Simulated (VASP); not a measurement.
# Li (Im-3m) in VASP: a series of runs

Runs on Li. Level: r2SCAN. Tasks: relaxation of cell and atoms.

Everything below comes from runs of VASP 6.6.1. Logs are shortened: lines on timing, memory, paths and dates and some standing lists are left out, and cuts for length are marked.

**1. The cell of the first run**

It takes space group Im-3m (No. 229, cubic). The conventional cell has a = 3.509 Å, b = 3.509 Å, c = 3.509 Å, α = 90.00°, β = 90.00°, γ = 90.00°. Li (site symmetry m-3m) has 14 Li at 3.04 to 3.51 Å within 4.0 Å.

**2. Relaxation of cell and atoms, r2SCAN, target pressure 10 GPa, at which the enthalpy is minimised**

Contents of POSCAR:

```
Li
1.0
   -1.7546500000      1.7546500000      1.7546500000
    1.7546500000     -1.7546500000      1.7546500000
    1.7546500000      1.7546500000     -1.7546500000
Li
1
Direct
    0.0000000000      0.0000000000      0.0000000000
```

Contents of INCAR.step1:

```
SYSTEM = Li
PREC = Accurate
ENCUT = 600
ISMEAR = 1
SIGMA = 0.1
LREAL = .FALSE.
LASPH = .TRUE.
NELM = 80
GGA = PE
ALGO = Normal
EDIFF = 1E-4
LWAVE = .TRUE.
LCHARG = .FALSE.
```

Contents of INCAR.step2:

```
SYSTEM = Li
PREC = Accurate
ENCUT = 600
EDIFF = 1E-7
ISMEAR = 1
SIGMA = 0.1
LREAL = .FALSE.
LASPH = .TRUE.
NELM = 80
ALGO = Normal
ISIF = 3
LWAVE = .FALSE.
LCHARG = .FALSE.
METAGGA = R2SCAN
LMIXTAU = .TRUE.
IBRION = 2
NSW = 80
EDIFFG = -0.05
PSTRESS = 100.0
ISTART = 1
```

Contents of KPOINTS:

```
Automatic mesh
0
G
  11 11 11
  0 0 0
```

Potentials or basis: VASP PAW PBE potentials, release 64 (Li_sv).

Started as:

```bash
cat potpaw_PBE.64/Li_sv/POTCAR > POTCAR
cp INCAR.step1 INCAR
mpirun -np 1 vasp_std > vasp.out
cp INCAR.step2 INCAR
mpirun -np 1 vasp_std > vasp.out
```

OUTCAR:

```text
SYSTEM = Li
   PREC = Accurate
   ENCUT = 600
   EDIFF = 1E-7
   ISMEAR = 1
   LREAL = .FALSE.
   LASPH = .TRUE.
   NELM = 80
   ISIF = 3
   METAGGA = R2SCAN
   IBRION = 2
   NSW = 80
   EDIFFG = -0.05
   PSTRESS = 100.0
   ISTART = 1

 ion  position               nearest neighbor table
   1  0.000  0.000  0.000-

  LATTYP: Found a body centered cubic cell.
 ALAT       =     3.5093000000

  Lattice vectors:

 A1 = (  -1.7546500000,   1.7546500000,   1.7546500000)
 A2 = (   1.7546500000,  -1.7546500000,   1.7546500000)
 A3 = (   1.7546500000,   1.7546500000,  -1.7546500000)

Analysis of symmetry for initial positions (statically):
=====================================================================
 Subroutine PRICEL returns:
 Original cell was already a primitive cell.

 Routine SETGRP: Setting up the symmetry group for a
 body centered cubic supercell.

 Subroutine GETGRP returns: Found 48 space group operations
 (whereof 48 operations were pure point group operations)
 out of a pool of 48 trial point group operations.

The static configuration has the point symmetry O_h .

Analysis of symmetry for dynamics (positions and initial velocities):
=====================================================================
 Subroutine PRICEL returns:
 Original cell was already a primitive cell.

 Routine SETGRP: Setting up the symmetry group for a
 body centered cubic supercell.

 Subroutine GETGRP returns: Found 48 space group operations
 (whereof 48 operations were pure point group operations)
 out of a pool of 48 trial point group operations.

The dynamic configuration has the point symmetry O_h .

 Subroutine INISYM returns: Found 48 space group operations
 (whereof 48 operations are pure point group operations),
 and found     1 'primitive' translations

----------------------------------------------------------------------------------------

                                     Primitive cell

  volume of cell :      21.6088

  direct lattice vectors                    reciprocal lattice vectors
    -1.754650000  1.754650000  1.754650000     0.000000000  0.284957114  0.284957114
     1.754650000 -1.754650000  1.754650000     0.284957114  0.000000000  0.284957114
     1.754650000  1.754650000 -1.754650000     0.284957114  0.284957114  0.000000000

  length of vectors
     3.039142950  3.039142950  3.039142950     0.402990215  0.402990215  0.402990215

  position of ions in fractional coordinates (direct lattice)
     0.000000000  0.000000000  0.000000000

  ion indices of the primitive-cell ions
   primitive index   ion index
                 1           1

----------------------------------------------------------------------------------------

 KPOINTS: Automatic mesh

Automatic generation of k-mesh.
 Grid dimensions read from file:
 generate k-points for:   11   11   11

 Generating k-lattice:

  Cartesian coordinates                     Fractional coordinates (reciprocal lattice)
     0.000000000  0.025905192  0.025905192     0.090909091  0.000000000  0.000000000
     0.025905192  0.000000000  0.025905192     0.000000000  0.090909091  0.000000000
     0.025905192  0.025905192  0.000000000     0.000000000  0.000000000  0.090909091

  Length of vectors
     0.036635474  0.036635474  0.036635474

  Shift w.r.t. Gamma in fractional coordinates (k-lattice)
     0.000000000  0.000000000  0.000000000

 Subroutine IBZKPT returns following result:
 ===========================================

 Found     56 irreducible k-points:

 Following reciprocal coordinates:
            Coordinates               Weight
  0.000000  0.000000  0.000000      1.000000
  0.090909  0.000000  0.000000     12.000000
  0.181818  0.000000  0.000000     12.000000
  0.272727  0.000000  0.000000     12.000000
  0.363636  0.000000  0.000000     12.000000
  0.454545  0.000000  0.000000     12.000000
[... 16 lines left out ...]
  0.272727  0.181818  0.090909     48.000000
  0.363636  0.181818  0.090909     24.000000
 [... further k-points ...]
   k-points           NKPTS =     56   k-points in BZ     NKDIM =     56   number of bands    NBANDS=      5
   number of dos      NEDOS =    301   number of ions     NIONS =      1
   total plane-waves  NPLWV =  13824
   dimension x,y,z NGX =    24 NGY =   24 NGZ =   24
   dimension x,y,z NGXF=    48 NGYF=   48 NGZF=   48
   ions per type =               1
   NGX,Y,Z   is equivalent  to a cutoff of  13.13, 13.13, 13.13 a.u.
   NGXF,Y,Z  is equivalent  to a cutoff of  26.26, 26.26, 26.26 a.u.
 SYSTEM =  Li
   PREC   = accura    normal or accurate (medium, high low for compatibility)
   ISTART =      1    job   : 0-new  1-cont  2-samecut
   ICHARG =      0    charge: 1-file 2-atom 10-const
   ISPIN  =      1    spin polarized calculation?
   LNONCOLLINEAR =      F non collinear calculations
   LSORBIT =      F    spin-orbit coupling
   LASPH  =      T    aspherical Exc in radial PAW
   ENCUT  =  600.0 eV  44.10 Ry    6.64 a.u.   6.07  6.07  6.07*2*pi/ulx,y,z
   NELM   =     80;   NELMIN=  2; NELMDL=  0     # of ELM steps
   EDIFF  = 0.1E-06   stopping-criterion for ELM
   LREAL  =      F    real-space projection
   EDIFFG = -.5E-01   stopping-criterion for IOM
   NSW    =     80    number of steps for IOM
   IBRION =      2    ionic relax: 0-MD 1-quasi-New 2-CG
   NFREE  =      1    steps in history (QN), initial steepest desc. (CG)
   ISIF   =      3    stress and relaxation
   ISYM   =      2    0-nonsym 1-usesym 2-fastsym
   POTIM  = 0.5000    time-step for ionic-motion
   TEBEG  =    0.0;   TEEND  =   0.0 temperature during run
   PSTRESS=  100.0 pullay stress
   NELECT =       3.0000    total number of electrons
   NUPDOWN=      -1.0000    fix difference up-down
   EMIN   =  10.00;   EMAX   =-10.00  energy-range for DOS
   EFERMI =   0.00;   METHOD = LEGACY
   ISMEAR =     1;   SIGMA  =   0.10  broadening in eV -4-tet -1-fermi 0-gaus
   EFERMI_NEDOS =   21; number of points for ismear=-14 and -15
   IALGO  =     38    algorithm
   IMIX   =      4    mixing-type and parameters
     AMIX     =   0.40;   BMIX     =  1.00
     AMIX_MAG =   1.60;   BMIX_MAG =  1.00
  volume/ion in A,a.u.               =      21.61       145.82
  Fermi-wavevector in a.u.,A,eV,Ry     =   0.847692  1.601906  9.776898  0.718582
  Thomas-Fermi vector in A             =   1.963238
   LORBIT       =      0    0 simple, 1 ext, 2 COOP (PROOUT), +10 PAW based schemes
   METAGGA = R2SCAN    functional components
   LHFCALC =     F    Hartree Fock is set to
   AEXX    =    0.0000 exact exchange contribution
   IVDW    =     0    specifies the selected vdW correction
   LEPSILON=     F    determine dielectric tensor
   LRPA    =     F    only Hartree local field effects (RPA)
 conjugate gradient relaxation of ions
 non-spin polarized calculation
 Methfessel and Paxton  Order N= 1 SIGMA  =   0.10
  energy-cutoff  :      600.00
  volume of cell :       21.61
 maximum number of plane-waves:       730
   NGX = 13   NGY = 13   NGZ = 13

--------------------------------------- Ionic step        1  -------------------------------------------

 number of electron       2.9999991 magnetization

 Free energy of the ion-electron system (eV)
  ---------------------------------------------------
  ext. energy  EPLUGINS =         0.00000000
  ---------------------------------------------------
  free energy    TOTEN  =        -2.38615508 eV

  energy without entropy =       -2.38537362  energy(sigma->0) =       -2.38589459

------------------------ aborting loop because EDIFF is reached ----------------------------------------

  FORCE on cell =-STRESS in cart. coord.  units (eV):
  Direction    XX          YY          ZZ          XY          YZ          ZX
  --------------------------------------------------------------------------------------
  -------------------------------------------------------------------------------------
  Total       -0.0593818     -0.0593818     -0.0593818     -0.0000000      0.0000000     -0.0000000
  in kB       -4.4028359     -4.4028359     -4.4028359     -0.0000000      0.0000000     -0.0000000
  external PRESSURE =    -104.4028359 kB  Pullay stress =     100.0000000 kB
[... 22 lines left out ...]
  enthalpy is  TOTEN    =        -1.0374378343 eV   P V=        1.3487172468

--------------------------------------- Ionic step        2  -------------------------------------------

 number of electron       2.9999994 magnetization

 E-fermi :   1.0825     XC(G=0):  -7.8389

 val. band max:        1.0680665978   @ k =  -0.3636   0.4545   0.0909
 cond. band min:       1.2938388950   @ k =  -0.4545   0.4545   0.0909
 fundamental gap:      0.2257722972
 Fermi energy:         1.0825034697

 k-point     1 :       0.0000    0.0000    0.0000
  band No.  band energies     occupation
      1     -46.7933      2.00000
      2      -2.9676      2.00000
      3      19.1713      0.00000
      4      19.1726      0.00000
      5      19.1726      0.00000

 k-point     2 :       0.0909    0.0000    0.0000
  band No.  band energies     occupation
      1     -46.7906      2.00000
      2      -2.7911      2.00000
      3      17.6076      0.00000
      4      18.1468      0.00000
      5      18.7642      0.00000
[... 247 lines left out ...]
  enthalpy is  TOTEN    =        -1.3492916287 eV   P V=        0.9166335968

--------------------------------------- Ionic step        4  -------------------------------------------

 number of electron       2.9999997 magnetization

 Free energy of the ion-electron system (eV)
  ---------------------------------------------------
  ext. energy  EPLUGINS =         0.00000000
  ---------------------------------------------------
  free energy    TOTEN  =        -2.23040360 eV

  energy without entropy =       -2.22967448  energy(sigma->0) =       -2.23016056

 E-fermi :   1.8636     XC(G=0):  -8.4695

 val. band max:        1.8559870816   @ k =  -0.3636   0.4545   0.0909
 cond. band min:       2.0354641729   @ k =  -0.4545   0.4545   0.0909
 fundamental gap:      0.1794770914
 Fermi energy:         1.8636454452

 k-point     1 :       0.0000    0.0000    0.0000
  band No.  band energies     occupation
      1     -45.8069      2.00000
      2      -2.4008      2.00000
      3      22.9327      0.00000
      4      22.9330      0.00000
      5      22.9330      0.00000

 k-point     2 :       0.0909    0.0000    0.0000
  band No.  band energies     occupation
      1     -45.8007      2.00000
      2      -2.2170      2.00000
      3      21.0202      0.00000
      4      21.6803      0.00000
      5      22.4137      0.00000
[... 204 lines left out ...]
  FREE ENERGIE OF THE ION-ELECTRON SYSTEM (eV)
  ---------------------------------------------------
  free  energy   TOTEN  =        -2.2304036016 eV

  energy  without entropy=       -2.2296744754  energy(sigma->0) =       -2.23016056

  enthalpy is  TOTEN    =        -1.3515086448 eV   P V=        0.8788949569

 reached required accuracy - stopping structural energy minimisation
```

It took 42 s on 1 thread of Intel Xeon 6975P-C (Granite Rapids), shared host; peak memory 0.13 GiB.

What came out:

| Item | Value |
| --- | --- |
| Free energy | -2.2304 eV |
| Relaxed volume | 14.08 Å³/atom |
| Relaxed cell | a = 2.635 Å, b = 2.635 Å, c = 2.635 Å, α = 109.47°, β = 109.47°, γ = 109.47° |
| Space group after relaxing (to 0.1 Å) | Im-3m (No. 229) |
| Energy change on relaxing (the run minimises the enthalpy) | +155.8 meV/atom |
| Ionic steps | 4 |
| Pressure after relaxing | 10.3 GPa |
| Band gap on the k mesh | zero (an odd number of electrons rules out a gap without spin polarisation) |

The path:
```
step  energy change (eV)  largest force (eV/Å)  pressure (GPa)  volume (Å³)
   1              0.0000                0.0000           -0.44        21.61
   2              0.0228                0.0000            2.62        17.50
   3              0.1202                0.0000            8.35        14.69
   4              0.1558                0.0000           10.33        14.08
```

Final structure:
```
Li
1.0
    -1.52123    1.52123    1.52123
     1.52123   -1.52123    1.52123
     1.52123    1.52123   -1.52123
Li
1
Direct
  0.00000 0.00000 0.00000
```

Caveat: the cutoff is under 1.25 times the usual one of these potentials, so pressure, stress and relaxed cells hold a basis-set (Pulay) error; the cell is relaxed towards a set pressure, so the run minimises the enthalpy, not the energy; the volume moved by over 15 % at a fixed basis, so the end points are rough; the PAW data sets were made with another functional, which shifts forces and pressure a little.

**3. Relaxation of cell and atoms, r2SCAN, target pressure 20 GPa, at which the enthalpy is minimised**

POSCAR is that of step 2.

Contents of INCAR.step1:

```
PREC     = Accurate       # precision mode
ENCUT    = 600            # plane-wave cutoff, eV
ISMEAR   = 1              # smearing method
SIGMA    = 0.1            # smearing width, eV
LREAL    = False          # projectors in reciprocal space
LASPH    = True           # aspherical terms in the spheres
NELM     = 100            # most SCF steps
GGA      = PE             # functional
ALGO     = Normal         # electronic algorithm
EDIFF    = 1E-4           # SCF threshold, eV
LWAVE    = True           # write WAVECAR
LCHARG   = False          # write CHGCAR
```

Contents of INCAR.step2:

```
PREC     = Accurate       # precision mode
ENCUT    = 600            # plane-wave cutoff, eV
EDIFF    = 1E-7           # SCF threshold, eV
ISMEAR   = 1              # smearing method
SIGMA    = 0.1            # smearing width, eV
LREAL    = False          # projectors in reciprocal space
LASPH    = True           # aspherical terms in the spheres
NELM     = 100            # most SCF steps
ALGO     = Normal         # electronic algorithm
ISIF     = 3              # what is computed and relaxed
LWAVE    = False          # write WAVECAR
LCHARG   = False          # write CHGCAR
METAGGA  = R2SCAN         # meta-GGA
LMIXTAU  = True         
IBRION   = 2              # ionic algorithm
NSW      = 80             # ionic steps
EDIFFG   = -0.05          # ionic threshold
PSTRESS  = 200.0        
ISTART   = 1
```

Contents of KPOINTS:

```
Automatic mesh
0
Gamma
  11 11 11
```

Potentials or basis: VASP PAW PBE potentials, release 64 (Li_sv).

Started as:

```bash
cat potpaw_PBE.64/Li_sv/POTCAR > POTCAR
cp INCAR.step1 INCAR
mpirun -np 1 vasp_std > vasp.out
cp INCAR.step2 INCAR
mpirun -np 1 vasp_std > vasp.out
```

Run time: 51 s. Hardware: 1 thread of Intel Xeon 6975P-C (Granite Rapids), shared host; peak memory 0.13 GiB.

Results (log left out):

```
Free energy                                                : -2.0168 eV
Relaxed volume                                             : 11.73 Å³/atom
Relaxed cell                                               : a = 2.479 Å, b = 2.479 Å, c = 2.479 Å, α = 109.47°, β = 109.47°, γ = 109.47°
Space group after relaxing (to 0.1 Å)                      : Im-3m (No. 229)
Energy change on relaxing (the run minimises the enthalpy) : +369.4 meV/atom
Ionic steps                                                : 4
Pressure after relaxing                                    : 20.5 GPa
Band gap on the k mesh                                     : zero (an odd number of electrons rules out a gap without spin polarisation)
```

The path:
```tsv
step	energy change (eV)	largest force (eV/Å)	pressure (GPa)	volume (Å³)
1	0.0000	0.0000	-0.44	21.61
2	0.1557	0.0000	10.32	14.08
3	0.2943	0.0000	16.76	12.40
4	0.3694	0.0000	20.47	11.73
```

Final structure:
```cif
data_structure
_symmetry_space_group_name_H-M 'P 1'
_symmetry_Int_Tables_number 1
_cell_length_a 2.4792
_cell_length_b 2.4792
_cell_length_c 2.4792
_cell_angle_alpha 109.471
_cell_angle_beta 109.471
_cell_angle_gamma 109.471
_cell_volume 11.73
loop_
_atom_site_label
_atom_site_type_symbol
_atom_site_fract_x
_atom_site_fract_y
_atom_site_fract_z
_atom_site_occupancy
Li1 Li 0.00000 0.00000 0.00000 1
```

Levels at points of the mesh, in eV from the Fermi level:
| k point | band 1 | band 2 | band 3 | band 4 | band 5 |
| --- | --- | --- | --- | --- | --- |
| (0.00, 0.00, 0.00) | -47.45 | -4.47 | 23.76 | 23.76 | 23.76 |

Caveat: the cutoff is under 1.25 times the usual one of these potentials, so pressure, stress and relaxed cells hold a basis-set (Pulay) error; the cell is relaxed towards a set pressure, so the run minimises the enthalpy, not the energy; the volume moved by over 15 % at a fixed basis, so the end points are rough; the PAW data sets were made with another functional, which shifts forces and pressure a little.

(Continued in part 2 of 2.)
